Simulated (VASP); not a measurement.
C, 4 atoms in the cell. Symmetry: P6_3/mmc, No. 194, hexagonal system. The conventional cell has a = 2.456 Å, b = 2.456 Å, c = 7.011 Å, α = 90.00°, β = 90.00°, γ = 120.00°. C (site symmetry -6m2) has 3 C at 1.42 Å within 1.9 Å. Within 1.9 Å of C (site symmetry -6m2) lie 3 C at 1.42 Å. 

| Property | Result |
| --- | --- |
| Program | VASP 6.6.1 |
| Task | single point |
| Functional | r2SCAN |
| Potentials or basis | VASP PAW PBE potentials, release 64 (C) |
| Cutoff | 520 eV |
| k mesh | 15 × 15 × 5 |
| Occupations | fermi-dirac, width 0.01 eV |
| Spin | no spin polarisation |
| Dipole correction | no |
| Further INCAR settings | ALGO = Normal; EDIFF = 1e-06; NBANDS = 16 |

Potentials or basis: VASP PAW PBE potentials, release 64 (C).

Command:

```bash
$ cat potpaw_PBE.64/C/POTCAR > POTCAR
$ cp INCAR.step1 INCAR
$ mpirun -np 1 vasp_std > vasp.out
$ cp INCAR.step2 INCAR
$ mpirun -np 1 vasp_std > vasp.out
```

Hardware: 1 thread of Intel(R) Xeon(R) 6975P-C (Granite Rapids), on a shared host.

Question: Estimate the wall time of this run.

Answer: Wall time 63 s on 1 thread of Intel(R) Xeon(R) 6975P-C (Granite Rapids), with other jobs on the host, peak memory 0.16 GiB. Counts: k points 81.
